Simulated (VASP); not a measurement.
BN: single point with PBE+D3(BJ)

The system is BN.

```
B N
1.0
     1.20108    0.69344    3.37293
    -1.20108    0.69344    3.37293
     0.00000   -1.38688    3.37293
B N
1 1
Direct
  0.99967 0.99967 0.99967
  0.33276 0.33276 0.33276
```

This cell differs from its parent crystal: strain -0.040 along x and y, +0.000 along z.

```
Program             : VASP 6.6.1
Task                : single point
Functional          : PBE
Dispersion          : D3(BJ)
Potentials or basis : VASP PAW PBE potentials, release 64 (B, N)
Cutoff              : 520 eV
k mesh              : 12 × 12 × 12
Occupations         : gaussian, width 0.05 eV
Spin                : no spin polarisation
```

| Item | Value |
| --- | --- |
| Pressure | 36.2 GPa |
| Largest force | 0.007 eV/Å |
| Band gap on the k mesh | 4.50 eV, indirect (least direct gap 5.00 eV) |
| Dispersion energy per atom | -0.150 eV |

Forces in eV/Å, atoms in the order of the input:
```
B    0.000  0.000 -0.007
N    0.000  0.000  0.007
```

Stress tensor (GPa, compression positive):
```
54.93  0.00  0.00
 0.00 54.93  0.00
 0.00  0.00 -1.15
```

Levels at points of the mesh, in eV from the valence-band top:
| k point | band 2 | band 3 | band 4 | band 5 | band 6 | band 7 |
| --- | --- | --- | --- | --- | --- | --- |
| (0.00, 0.00, 0.00) | -4.90 | -1.13 | -1.13 | 5.09 | 12.73 | 12.73 |
| (0.50, 0.00, 0.00) | -9.42 | -4.27 | -0.75 | 5.53 | 11.11 | 13.70 |
| (0.50, 0.50, 0.00) | -9.31 | -4.31 | -1.29 | 4.50 | 11.25 | 14.91 |
| (0.50, 0.50, 0.50) | -6.77 | -1.15 | -1.15 | 10.40 | 12.66 | 12.66 |

Run time: 41 s on 1 thread of Intel(R) Xeon(R) Platinum 8375C CPU @ 2.90GHz (Ice Lake), on a shared host, peak memory 0.18 GiB.

Caveat: the cell differs from its parent crystal (strain -0.040 along x and y, +0.000 along z). A k mesh can miss the band edges.
